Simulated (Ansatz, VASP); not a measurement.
## Pb in VASP and in Ansatz

INCAR

```
SYSTEM = Pb
  PREC = Accurate
  ENCUT = 600
  EDIFF = 1E-7
  ISMEAR = -1
  SIGMA = 0.05
  LREAL = .FALSE.
  LASPH = .TRUE.
  NELM = 60
  ALGO = Normal
  ISIF = 3
  LWAVE = .FALSE.
  LCHARG = .FALSE.
  IBRION = 2
  NSW = 45
  EDIFFG = -0.005
```

KPOINTS

```
regular mesh
0
G
  13 13 13
  0 0 0
```

Contents of POSCAR:

```
Pb
1.0
    3.1456108332      0.0000000000      0.0000000000
    0.0000000000      3.1456108332      0.0000000000
    0.0000000000      0.0000000000      3.1456108332
Pb
1
Direct
    0.0000000000      0.0000000000      0.0000000000
```

Input for Ansatz:

```yaml
crystal:
  lattice:
    - [3.1456108332, 0.0, 0.0]
    - [0.0, 3.1456108332, 0.0]
    - [0.0, 0.0, 3.1456108332]
  atoms:
    - { symbol: Pb, position: [0.0, 0.0, 0.0] }
kpoints:
  mp_grid: { grid: [13, 13, 13] }
scf:
  occupations: { method: fermi_dirac, width: 0.05 }
hamiltonian:
  xc: lda
  pseudopotentials: { kind: all_electron, lapw: { basis_error: 0.0005 } }
output:
  forces: true
  stress: true
  eigenvalues: true
  populations: true
relax:
  f_tol: 0.005
  max_steps: 25
  cell: {}
```

Alike in both runs: task relaxation of cell and atoms; functional LDA; k mesh 13 × 13 × 13; occupations fermi-dirac, width 0.05 eV; no spin polarisation.

```csv
,VASP,Ansatz
version,VASP 6.6.1,Ansatz 0.2.0
potentials or method,"VASP PAW LDA potentials, release 64 (Pb_d), cutoff 600 eV","all-electron LAPW, scalar-relativistic"
```

```csv
,VASP,Ansatz,Ansatz less VASP
relaxed volume (Å³/atom),31.20,31.13,-0.075
relaxed cell length with the largest relative difference (Å),3.148,3.146,-0.0025
```

LDA's correlation is that of Perdew and Zunger in VASP and of Perdew and Wang (1992) in Ansatz. Ansatz ran all-electron here, and VASP with PAW potentials.

Neither program's run includes spin-orbit coupling.
